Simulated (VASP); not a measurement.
A run of VASP 6.6.1 is set up as follows.

File INCAR:

```
  ALGO = Normal
  EDIFF = 1E-7
  ENCUT = 520
  GGA = PE
  ISIF = 2
  ISMEAR = -1
  LASPH = T
  LCHARG = F
  LREAL = F
  LWAVE = F
  NBANDS = 27
  NELM = 80
  PREC = Accurate
  SIGMA = 0.01
```

File KPOINTS:

```
k-points
0
Gamma
  7 7 7
```

The input POSCAR:

```
InSe
1.0
    1.9999996503      1.1547003365      8.2335033000
   -1.9999996503      1.1547003365      8.2335033000
    0.0000000000     -2.3094006730      8.2335033000
In Se
2 2
Direct
    0.0000000000      0.0000000000      0.0000000000
    0.1122000000      0.1122000000      0.1122000000
    0.6155000000      0.6155000000      0.6155000000
    0.8300000000      0.8300000000      0.8300000000
```

Potentials or basis: VASP PAW PBE potentials, release 64 (In_d, Se).

Command:

```bash
$ cat potpaw_PBE.64/In_d/POTCAR potpaw_PBE.64/Se/POTCAR > POTCAR
$ mpirun -np 1 vasp_std > vasp.out
```

(1) Predict the largest force.

(2) Predict the pressure.

(3) What does it give for the band gap on the k mesh?

Answers

(1) 0.258 eV/Å.

(2) 3.5 GPa.

(3) 0.72 eV.

Caveat: the cell differs from its parent crystal (zz strain of -1 %); the cell stands under pressure; spin-orbit coupling is left out, which moves the levels of the heavy elements; an odd mesh through Γ misses points on the zone boundary, where band edges can lie.
